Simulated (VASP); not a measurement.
Input of a VASP 6.6.1 run:

The input INCAR:

```
SYSTEM = Al4Cl
ALGO     = Normal         ! electronic algorithm
EDIFF    = 1E-6           ! SCF threshold, eV
EDIFFG   = -0.01          ! ionic threshold
ENCUT    = 600            ! plane-wave cutoff, eV
GGA      = PE             ! functional
IBRION   = 2              ! ionic algorithm
ISIF     = 3              ! what is computed and relaxed
ISMEAR   = 0              ! smearing method
LASPH    = .TRUE.         ! aspherical terms in the spheres
LCHARG   = .FALSE.        ! write CHGCAR
LREAL    = .FALSE.        ! projectors in reciprocal space
LWAVE    = .FALSE.        ! write WAVECAR
NELM     = 80             ! most SCF steps
NSW      = 100            ! ionic steps
PREC     = Accurate       ! precision mode
SIGMA    = 0.1            ! smearing width, eV
```

The input KPOINTS:

```
k-points
0
G
  8 8 8
  0 0 0
```

The input POSCAR:

```
Al4Cl
1.0
    5.0730665043      0.0000000000      0.0000000000
    0.0000000000      5.0730665043      0.0000000000
    0.0000000000      0.0000000000      5.0730665043
Al Cl
4 1
Direct
    0.5000000000      0.5000000000      0.5000000000
    0.0000000000      0.5000000000      0.5000000000
    0.5000000000      0.0000000000      0.5000000000
    0.5000000000      0.5000000000      0.0000000000
    0.0000000000      0.0000000000      0.0000000000
```

Potentials or basis: VASP PAW PBE potentials, release 64 (Al, Cl).

Command:

```bash
$ cat potpaw_PBE.64/Al/POTCAR potpaw_PBE.64/Cl/POTCAR > POTCAR
$ mpirun -np 1 vasp_std > vasp.out
```

Question: Estimate the space group after relaxing (to 0.05 Å).

Answer: Pm-3m (No. 221).

Question: Estimate the relaxed cell.

Answer: a = 5.078 Å, b = 5.078 Å, c = 5.078 Å, α = 90.00°, β = 90.00°, γ = 90.00°.

Final structure:
```xyz
5
Lattice="5.0781 0.0000 0.0000 0.0000 5.0781 0.0000 0.0000 0.0000 5.0781" Properties=species:S:1:pos:R:3 pbc="T T T"
Al    2.5391    2.5391    2.5391
Al    0.0000    2.5391    2.5391
Al    2.5391    0.0000    2.5391
Al    2.5391    2.5391    0.0000
Cl    0.0000    0.0000    0.0000
```

Caveat: an odd number of electrons without spin polarisation forces a metal; a magnetic or distorted state may lie lower.
